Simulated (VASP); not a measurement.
Here is a VASP 6.6.1 calculation.

The input INCAR:

```
SYSTEM = Au
ALGO = Normal
EDIFF = 1E-7
EDIFFG = -0.005
ENCUT = 600
GGA = PE
IBRION = 2
ISIF = 3
ISMEAR = -1
LASPH = .TRUE.
LCHARG = .FALSE.
LREAL = .FALSE.
LWAVE = .FALSE.
NELM = 100
NSW = 32
PREC = Accurate
PSTRESS = 550.0
SIGMA = 0.1
```

The input KPOINTS:

```
k-points
0
G
  17 17 17
  0 0 0
```

POSCAR

```
Au
1.0
    0.0000000000      1.9367331350      1.9367331350
    1.9367331350      0.0000000000      1.9367331350
    1.9367331350      1.9367331350      0.0000000000
Au
1
Direct
    0.0000000000      0.0000000000      0.0000000000
```

Potentials or basis: VASP PAW PBE potentials, release 64 (Au).

Run with:

```console
$ cat potpaw_PBE.64/Au/POTCAR > POTCAR
$ mpirun -np 1 vasp_std > vasp.out
```

**Question.** Predict the relaxed volume.

**Answer.** 14.52 Å³/atom.

**Question.** Estimate the relaxed cell.

**Answer.** a = 2.738 Å, b = 2.738 Å, c = 2.738 Å, α = 60.00°, β = 60.00°, γ = 60.00°.

**Question.** Predict the band gap on the k mesh.

**Answer.** Zero (an odd number of electrons rules out a gap without spin polarisation).

**Question.** Estimate the space group after relaxing (to 0.1 Å).

**Answer.** Fm-3m (No. 225).

Step by step:
```tsv
step	energy change (eV)	largest force (eV/Å)	pressure (GPa)	volume (Å³)
1	0.0000	0.0000	54.63	14.53
2	0.0247	0.0000	56.68	14.46
3	0.0046	0.0000	55.02	14.52
```

Caveat: the cell is relaxed towards a set pressure, so the run minimises the enthalpy, not the energy; spin-orbit coupling is left out, which moves the levels of the heavy elements.
